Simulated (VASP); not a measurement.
# TlO2 (P6/mmm) in VASP: a series of runs, part 2 of 2

VASP 6.6.1.

**4. Relaxation of cell and atoms, PBE**

This run uses another cell than the first one, of 13.63 Å³/atom, 1.021 times its volume.

INCAR reads:

```
PREC = Accurate
ENCUT = 600
EDIFF = 1E-7
ISMEAR = 0
SIGMA = 0.1
LREAL = F
LASPH = T
NELM = 60
ALGO = Normal
ISIF = 3
LWAVE = F
LCHARG = F
GGA = PE
IBRION = 2
NSW = 90
EDIFFG = -0.04
```

KPOINTS reads:

```
regular mesh
0
Gamma
  6 6 6
```

POSCAR reads:

```
TlO2
1.0
    4.0644310854      0.0000000000      0.0000000000
   -2.0322155427      3.5199005719      0.0000000000
    0.0000000000      0.0000000000      2.8587753202
Tl O
1 2
Direct
    0.0000000000      0.0000000000      0.0000000000
    0.3333333333      0.6666666667      0.5000000000
    0.6666666667      0.3333333333      0.5000000000
```

Potentials or basis: VASP PAW PBE potentials, release 64 (Tl_d, O).

Launch:

```console
$ cat potpaw_PBE.64/Tl_d/POTCAR potpaw_PBE.64/O/POTCAR > POTCAR
$ mpirun -np 1 vasp_std > vasp.out
```

OUTCAR:

```text
PREC = Accurate
   ENCUT = 600
   EDIFF = 1E-7
   ISMEAR = 0
   LREAL = F
   LASPH = T
   NELM = 60
   ISIF = 3
   GGA = PE
   IBRION = 2
   NSW = 90
   EDIFFG = -0.04

 ion  position               nearest neighbor table
   1  0.000  0.000  0.000-   2 2.75   3 2.75   2 2.75   3 2.75   3 2.75   3 2.75   2 2.75   2 2.75
                             3 2.75   3 2.75   2 2.75   2 2.75
   2  0.333  0.667  0.500-   1 2.75   1 2.75   1 2.75   1 2.75   1 2.75   1 2.75
   3  0.667  0.333  0.500-   1 2.75   1 2.75   1 2.75   1 2.75   1 2.75   1 2.75

  LATTYP: Found a hexagonal cell.
 ALAT       =     4.0644310854
 C/A-ratio  =     0.7033642003

  Lattice vectors:

 A1 = (   4.0644310854,   0.0000000000,   0.0000000000)
 A2 = (  -2.0322155427,   3.5199005719,   0.0000000000)
 A3 = (   0.0000000000,   0.0000000000,   2.8587753202)

Analysis of symmetry for initial positions (statically):
=====================================================================
 Subroutine PRICEL returns:
 Original cell was already a primitive cell.

 Routine SETGRP: Setting up the symmetry group for a
 hexagonal supercell.

 Subroutine GETGRP returns: Found 24 space group operations
 (whereof 24 operations were pure point group operations)
 out of a pool of 24 trial point group operations.

The static configuration has the point symmetry D_6h.

Analysis of symmetry for dynamics (positions and initial velocities):
=====================================================================
 Subroutine PRICEL returns:
 Original cell was already a primitive cell.

 Routine SETGRP: Setting up the symmetry group for a
 hexagonal supercell.

 Subroutine GETGRP returns: Found 24 space group operations
 (whereof 24 operations were pure point group operations)
 out of a pool of 24 trial point group operations.

The dynamic configuration has the point symmetry D_6h.

 Subroutine INISYM returns: Found 24 space group operations
 (whereof 24 operations are pure point group operations),
 and found     1 'primitive' translations

----------------------------------------------------------------------------------------

                                     Primitive cell

  volume of cell :      40.8988

  direct lattice vectors                    reciprocal lattice vectors
     4.064431085  0.000000000  0.000000000     0.246036894  0.142049467  0.000000000
    -2.032215543  3.519900572  0.000000000     0.000000000  0.284098934  0.000000000
     0.000000000  0.000000000  2.858775320     0.000000000  0.000000000  0.349800137

  length of vectors
     4.064431085  4.064431085  2.858775320     0.284098934  0.284098934  0.349800137

  position of ions in fractional coordinates (direct lattice)
     0.000000000  0.000000000  0.000000000
     0.333333333  0.666666667  0.500000000
     0.666666667  0.333333333  0.500000000

  ion indices of the primitive-cell ions
   primitive index   ion index
                 1           1
                 2           2
                 3           3

----------------------------------------------------------------------------------------

 KPOINTS: regular mesh

Automatic generation of k-mesh.
 Grid dimensions read from file:
 generate k-points for:    6    6    6

[... 46 lines left out ...]
   number of dos      NEDOS =    301   number of ions     NIONS =      3
   total plane-waves  NPLWV =  24576
   dimension x,y,z NGX =    32 NGY =   32 NGZ =   24
   dimension x,y,z NGXF=    64 NGYF=   64 NGZF=   48
   ions per type =               1   2
   NGX,Y,Z   is equivalent  to a cutoff of  13.09, 13.09, 13.96 a.u.
   NGXF,Y,Z  is equivalent  to a cutoff of  26.18, 26.18, 27.91 a.u.
 SYSTEM =  unknown system
   PREC   = accura    normal or accurate (medium, high low for compatibility)
   ISTART =      0    job   : 0-new  1-cont  2-samecut
   ICHARG =      2    charge: 1-file 2-atom 10-const
   ISPIN  =      1    spin polarized calculation?
   LNONCOLLINEAR =      F non collinear calculations
   LSORBIT =      F    spin-orbit coupling
   LASPH  =      T    aspherical Exc in radial PAW
   ENCUT  =  600.0 eV  44.10 Ry    6.64 a.u.   8.12  8.12  5.71*2*pi/ulx,y,z
   NELM   =     60;   NELMIN=  2; NELMDL= -5     # of ELM steps
   EDIFF  = 0.1E-06   stopping-criterion for ELM
   LREAL  =      F    real-space projection
   EDIFFG = -.4E-01   stopping-criterion for IOM
   NSW    =     90    number of steps for IOM
   IBRION =      2    ionic relax: 0-MD 1-quasi-New 2-CG
   NFREE  =      1    steps in history (QN), initial steepest desc. (CG)
   ISIF   =      3    stress and relaxation
   ISYM   =      2    0-nonsym 1-usesym 2-fastsym
   POTIM  = 0.5000    time-step for ionic-motion
   TEBEG  =    0.0;   TEEND  =   0.0 temperature during run
   PSTRESS=    0.0 pullay stress
   NELECT =      25.0000    total number of electrons
   NUPDOWN=      -1.0000    fix difference up-down
   EMIN   =  10.00;   EMAX   =-10.00  energy-range for DOS
   EFERMI =   0.00;   METHOD = LEGACY
   ISMEAR =     0;   SIGMA  =   0.10  broadening in eV -4-tet -1-fermi 0-gaus
   EFERMI_NEDOS =   21; number of points for ismear=-14 and -15
   IALGO  =     38    algorithm
   IMIX   =      4    mixing-type and parameters
     AMIX     =   0.40;   BMIX     =  1.00
     AMIX_MAG =   1.60;   BMIX_MAG =  1.00
  volume/ion in A,a.u.               =      13.63        92.00
  Fermi-wavevector in a.u.,A,eV,Ry     =   1.389371  2.625530 26.264015  1.930351
  Thomas-Fermi vector in A             =   2.513408
   LORBIT       =      0    0 simple, 1 ext, 2 COOP (PROOUT), +10 PAW based schemes
   GGA     = PE    functional components
   LHFCALC =     F    Hartree Fock is set to
   AEXX    =    0.0000 exact exchange contribution
   IVDW    =     0    specifies the selected vdW correction
   LEPSILON=     F    determine dielectric tensor
   LRPA    =     F    only Hartree local field effects (RPA)
 conjugate gradient relaxation of ions
 non-spin polarized calculation
 Gauss-broadening in eV      SIGMA  =   0.10
  energy-cutoff  :      600.00
  volume of cell :       40.90
 maximum number of plane-waves:      1372
   NGX = 17   NGY = 17   NGZ = 11

--------------------------------------- Ionic step        1  -------------------------------------------

 number of electron      25.0000003 magnetization

 Free energy of the ion-electron system (eV)
  ---------------------------------------------------
  ext. energy  EPLUGINS =         0.00000000
  ---------------------------------------------------
  free energy    TOTEN  =       -10.03044825 eV

  energy without entropy =      -10.01394096  energy(sigma->0) =      -10.02219461

------------------------ aborting loop because EDIFF is reached ----------------------------------------

  FORCE on cell =-STRESS in cart. coord.  units (eV):
  Direction    XX          YY          ZZ          XY          YZ          ZX
  --------------------------------------------------------------------------------------
  -------------------------------------------------------------------------------------
  Total       -3.8739181     -3.8739181      3.9740358      0.0000000      0.0000000      0.0000000
  in kB     -151.7577341   -151.7577341    155.6797653      0.0000000      0.0000000      0.0000000
  external PRESSURE =     -49.2785676 kB  Pullay stress =       0.0000000 kB
[... 172 lines left out ...]
--------------------------------------- Ionic step        6  -------------------------------------------

 number of electron      24.9999993 magnetization

 Free energy of the ion-electron system (eV)
  ---------------------------------------------------
  ext. energy  EPLUGINS =         0.00000000
  ---------------------------------------------------
  free energy    TOTEN  =       -10.62551889 eV

  energy without entropy =      -10.61962629  energy(sigma->0) =      -10.62257259

 E-fermi :   5.1745     XC(G=0): -11.2972

 val. band max:        5.0670541270   @ k =   0.1667   0.0000   0.5000
 cond. band min:       5.1762903088   @ k =   0.5000   0.0000   0.3333
 fundamental gap:      0.1092361818
 Fermi energy:         5.1744749911

 k-point     1 :       0.0000    0.0000    0.0000
  band No.  band energies     occupation
      1     -13.8533      2.00000
      2     -10.2607      2.00000
      3      -5.5467      2.00000
      4      -5.2054      2.00000
      5      -5.2054      2.00000
      6      -4.8393      2.00000
[... 433 lines left out ...]
      3      -5.3302      2.00000
      4      -5.1904      2.00000
      5      -4.9764      2.00000
      6      -4.8773      2.00000
[... 8 lines left out ...]
     15      10.3027      0.00000
     16      12.4961      0.00000

 [... further k-points ...]

------------------------ aborting loop because EDIFF is reached ----------------------------------------

  FORCE on cell =-STRESS in cart. coord.  units (eV):
  Direction    XX          YY          ZZ          XY          YZ          ZX
  --------------------------------------------------------------------------------------
  -------------------------------------------------------------------------------------
  Total       -0.0866726     -0.0866726      0.0306122      0.0000000      0.0000000      0.0000000
  in kB       -3.4712788     -3.4712788      1.2260312      0.0000000      0.0000000      0.0000000
  external PRESSURE =      -1.9055088 kB  Pullay stress =       0.0000000 kB
[... 18 lines left out ...]
  FREE ENERGIE OF THE ION-ELECTRON SYSTEM (eV)
  ---------------------------------------------------
  free  energy   TOTEN  =       -10.6255188908 eV

  energy  without entropy=      -10.6196262940  energy(sigma->0) =      -10.62257259

 reached required accuracy - stopping structural energy minimisation
```

CONTCAR:

```text
TlO2
   1.00000000000000
     3.7618905148080533    0.0000000000000000    0.0000000000000000
    -1.8809452574040266    3.2578927520890502    0.0000000000000000
     0.0000000000000000    0.0000000000000000    3.2640745691976565
  Tl              O
     1     2
Direct
     0.0000000000000000    0.0000000000000000    0.0000000000000000
     0.3333333332999970    0.6666666667000030    0.5000000000000000
     0.6666666667000030    0.3333333332999970    0.5000000000000000

  0.00000000E+00  0.00000000E+00  0.00000000E+00
  0.00000000E+00  0.00000000E+00  0.00000000E+00
  0.00000000E+00  0.00000000E+00  0.00000000E+00
```

Wall time 1.7 min (1 thread of Intel Xeon 8259CL, shared host); peak memory 0.18 GiB.

What came out:

```
Free energy                            : -10.6255 eV
Relaxed volume                         : 13.33 Å³/atom
Relaxed cell                           : a = 3.762 Å, b = 3.762 Å, c = 3.264 Å, α = 90.00°, β = 90.00°, γ = 120.00°
Space group after relaxing (to 0.05 Å) : P6/mmm (No. 191)
Energy gained by relaxing              : 198.4 meV/atom
Ionic steps                            : 6
Pressure after relaxing                : -0.2 GPa
```

Step by step:
| step | energy change (eV) | largest force (eV/Å) | pressure (GPa) | volume (Å³) |
| --- | --- | --- | --- | --- |
| 1 | 0.0000 | 0.0000 | -4.93 | 40.90 |
| 2 | -0.5005 | 0.0000 | 1.91 | 38.26 |
| 3 | -0.5323 | 0.0000 | 5.57 | 37.44 |
| 4 | -0.5319 | 0.0000 | 6.20 | 37.31 |
| 5 | -0.5946 | 0.0000 | 0.32 | 39.75 |
| 6 | -0.5951 | 0.0000 | -0.19 | 40.00 |

Final structure:
```
Tl O
1.0
     3.76189    0.00000    0.00000
    -1.88095    3.25789    0.00000
     0.00000    0.00000    3.26407
Tl O
1 2
Direct
  0.00000 0.00000 0.00000
  0.33333 0.66667 0.50000
  0.66667 0.33333 0.50000
```

Caveat: the k points lie up to 0.32 Å⁻¹ apart in the final cell; spin-orbit coupling is left out, which moves the levels of the heavy elements; an odd number of electrons without spin polarisation forces a metal; a magnetic or distorted state may lie lower.

**5. Single point, PBE**

INCAR reads:

```
  ALGO = Normal
  EDIFF = 1E-6
  ENCUT = 520
  GGA = PE
  ISIF = 2
  ISMEAR = 0
  LASPH = True
  LCHARG = False
  LREAL = False
  LWAVE = False
  NBANDS = 20
  NELM = 80
  PREC = Accurate
  SIGMA = 0.1
```

KPOINTS reads:

```
k-points
0
Gamma
  12 12 14
```

POSCAR reads:

```
TlO2
1.0
    3.7607046808      0.0000000000      0.0000000000
   -1.8803523404      3.2568657897      0.0000000000
    0.0000000000      0.0000000000      3.2658777653
Tl O
1 2
Direct
    0.0000000000      0.0000000000      0.0000000000
    0.3333333333      0.6666666667      0.5000000000
    0.6666666667      0.3333333333      0.5000000000
```

Launch:

```console
$ cat potpaw_PBE.64/Tl_d/POTCAR potpaw_PBE.64/O/POTCAR > POTCAR
$ mpirun -np 1 vasp_std > vasp.out
```

Wall time 1.9 min (1 thread of Intel Xeon 8259CL, shared host); peak memory 0.24 GiB.

The run converged. Its results:

* Free energy: -10.6184 eV
* Pressure: -0.2 GPa

Levels at points of the mesh, in eV from the Fermi level:
| k point | band 10 | band 11 | band 12 | band 13 | band 14 | band 15 | band 16 | band 17 |
| --- | --- | --- | --- | --- | --- | --- | --- | --- |
| (0.00, 0.00, 0.00) | -3.58 | -3.07 | -1.09 | -1.09 | -0.53 | 9.64 | 9.64 | 11.18 |
| (0.50, 0.00, 0.00) | -1.73 | -1.42 | -0.90 | 0.46 | 0.55 | 4.13 | 8.79 | 10.92 |
| (0.00, 0.00, 0.50) | -3.79 | -1.29 | -0.22 | -0.22 | 1.97 | 3.49 | 9.71 | 9.71 |
| (0.50, 0.00, 0.50) | -3.91 | -3.50 | -0.49 | -0.16 | 0.48 | 5.32 | 6.86 | 7.16 |

Caveat: spin-orbit coupling is left out, which moves the levels of the heavy elements; an odd number of electrons without spin polarisation forces a metal; a magnetic or distorted state may lie lower.

**6. Relaxation of cell and atoms, PBE**

INCAR reads:

```
SYSTEM = TlO2
  ALGO = Normal
  EDIFF = 1E-6
  EDIFFG = -0.01
  ENCUT = 600
  GGA = PE
  IBRION = 2
  ISIF = 3
  ISMEAR = 0
  LASPH = .TRUE.
  LCHARG = .FALSE.
  LREAL = .FALSE.
  LWAVE = .FALSE.
  NELM = 80
  NSW = 100
  PREC = Accurate
  SIGMA = 0.1
```

KPOINTS reads:

```
k-points
0
G
  12 12 14
  0 0 0
```

POSCAR reads:

```
TlO2
1.0
    3.7582358951      0.0000000000      0.0000000000
   -1.8791179475      3.2547277586      0.0000000000
    0.0000000000      0.0000000000      3.2757840046
Tl O
1 2
Direct
    0.0000000000      0.0000000000      0.0000000000
    0.3333333333      0.6666666667      0.5000000000
    0.6666666667      0.3333333333      0.5000000000
```

Potentials or basis: VASP PAW PBE potentials, release 64 (Tl_d, O).

Launch:

```console
$ cat potpaw_PBE.64/Tl_d/POTCAR potpaw_PBE.64/O/POTCAR > POTCAR
$ mpirun -np 1 vasp_std > vasp.out
```

Wall time 5.6 min (1 thread of Intel Xeon 8259CL, shared host); peak memory 0.26 GiB.

The run converged. Its results:

```
Free energy                            : -10.6196 eV
Relaxed volume                         : 13.30 Å³/atom
Relaxed cell                           : a = 3.758 Å, b = 3.758 Å, c = 3.263 Å, α = 90.00°, β = 90.00°, γ = 120.00°
Space group after relaxing (to 0.05 Å) : P6/mmm (No. 191)
Energy gained by relaxing              : 0.1 meV/atom
Ionic steps                            : 4
Pressure after relaxing                : 0.0 GPa
```

Step by step:
```tsv
step	energy change (eV)	largest force (eV/Å)	pressure (GPa)	volume (Å³)
1	0.0000	0.0000	-0.22	40.07
2	-0.0001	0.0000	-0.04	39.96
3	-0.0002	0.0000	0.09	39.90
4	-0.0002	0.0000	0.01	39.91
```

Final structure:
```yaml
crystal:
  lattice:
    - [3.75801, 0.00000, 0.00000]
    - [-1.87900, 3.25453, 0.00000]
    - [0.00000, 0.00000, 3.26311]
  atoms:
    - { symbol: Tl, position: [0.00000, 0.00000, 0.00000] }
    - { symbol: O, position: [0.33333, 0.66667, 0.50000] }
    - { symbol: O, position: [0.66667, 0.33333, 0.50000] }
```

Levels at points of the mesh, in eV from the Fermi level:
| k point | band 11 | band 12 | band 13 | band 14 | band 15 | band 16 |
| --- | --- | --- | --- | --- | --- | --- |
| (0.00, 0.00, 0.00) | -3.08 | -1.10 | -1.10 | -0.54 | 9.66 | 9.66 |
| (0.50, 0.00, 0.00) | -1.42 | -0.90 | 0.47 | 0.55 | 4.13 | 8.80 |
| (0.00, 0.00, 0.50) | -1.30 | -0.22 | -0.22 | 1.98 | 3.49 | 9.72 |
| (0.50, 0.00, 0.50) | -3.51 | -0.49 | -0.16 | 0.48 | 5.33 | 6.86 |

Caveat: spin-orbit coupling is left out, which moves the levels of the heavy elements; an odd number of electrons without spin polarisation forces a metal; a magnetic or distorted state may lie lower.

**7. Summary**

```csv
task,cell,k mesh,cutoff (eV),gap on the mesh (eV),pressure (GPa),relaxed volume (Å³/atom)
single point,"a = 3.758, b = 3.758, c = 3.276 Å, angles 90.0, 90.0, 120.0°, 3 atoms",6 × 6 × 6,520,none,-0.1,-
single point,"a = 4.064, b = 4.064, c = 2.859 Å, angles 90.0, 90.0, 120.0°, 3 atoms",6 × 6 × 6,520,none,-4.9,-
relaxation of cell and atoms,"relaxed from a = 4.064, b = 4.064, c = 2.859 Å, angles 90.0, 90.0, 120.0°, 3 atoms",6 × 6 × 6,600,none,-0.2,13.33
single point,"a = 3.761, b = 3.761, c = 3.266 Å, angles 90.0, 90.0, 120.0°, 3 atoms",12 × 12 × 14,520,none,-0.2,-
relaxation of cell and atoms,"relaxed from a = 3.758, b = 3.758, c = 3.276 Å, angles 90.0, 90.0, 120.0°, 3 atoms",12 × 12 × 14,600,none,0.0,13.30
```

Alike in all rows: level PBE; potentials or basis VASP PAW PBE potentials, release 64 (Tl_d, O); no spin polarisation; smearing gaussian 0.1 eV.

Caveats: some runs use coarse meshes; spin-orbit coupling is left out, which moves the levels of the heavy elements; an odd number of electrons without spin polarisation forces a metal; a magnetic or distorted state may lie lower.

Total energies depend on the potentials used, so only differences within one code and one set of settings carry meaning.
